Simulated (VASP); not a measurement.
Write the native input for VASP 6.6.1 that does the following.

* Task: single point
* Functional: LDA
* Potentials or basis: VASP PAW LDA potentials, release 64 (Te, Pt)
* Cutoff: 400 eV
* k mesh: 12 × 12 × 1
* Occupations: gaussian, width 0.1 eV
* Spin: no spin polarisation
* Dipole correction: yes
* Further INCAR settings: ALGO = Normal; EDIFF = 1e-06; NBANDS = 56; NELMDL = -8

The structure of Te2Pt lies in POSCAR:

```
Te2Pt
1.0
    4.0003823481      0.0000000000      0.0000000000
   -2.0001911741      3.4644327383      0.0000000000
    0.0000000000      0.0000000000     62.0069878260
Te Pt
8 4
Direct
    0.6666666667      0.3333333333      0.3546448304
    0.3333333333      0.6666666667      0.3979899459
    0.6666666667      0.3333333333      0.4369950066
    0.3333333333      0.6666666667      0.4805490926
    0.6666666667      0.3333333333      0.5194509074
    0.3333333333      0.6666666667      0.5630049934
    0.6666666667      0.3333333333      0.6020100541
    0.3333333333      0.6666666667      0.6453551696
    0.0000000000      0.0000000000      0.3765891061
    0.0000000000      0.0000000000      0.4587228283
    0.0000000000      0.0000000000      0.5412771717
    0.0000000000      0.0000000000      0.6234108939
```

One way to write it, as run:

INCAR

```
PREC = Accurate ; ENCUT = 400
EDIFF = 1E-6 ; ISMEAR = 0
SIGMA = 0.1 ; LREAL = F
LASPH = T ; NELM = 120
ALGO = Normal ; ISIF = 2
LWAVE = F ; LCHARG = F
LDIPOL = T ; IDIPOL = 3
DIPOL = 0.5 0.5 0.500 ; NBANDS = 56
GGA_COMPAT = F ; NELMDL = -8
```

KPOINTS

```
Automatic mesh
0
Gamma
  12 12 1
```

Potentials or basis: VASP PAW LDA potentials, release 64 (Te, Pt).

Command:

```console
$ cat potpaw_LDA.64/Te/POTCAR potpaw_LDA.64/Pt/POTCAR > POTCAR
$ mpirun -np 1 vasp_std > vasp.out
```

It gave:

| Item | Value |
| --- | --- |
| Largest force | 0.044 eV/Å |
| Band gap on the k mesh | zero (bands 44 and 45 overlap by 1.19 eV) |

Caveat: spin-orbit coupling is left out, which moves the levels of the heavy elements.

Run time: 23 min on 1 thread of Intel(R) Xeon(R) Platinum 8375C CPU @ 2.90GHz (Ice Lake), on a shared host, peak memory 0.8 GiB.
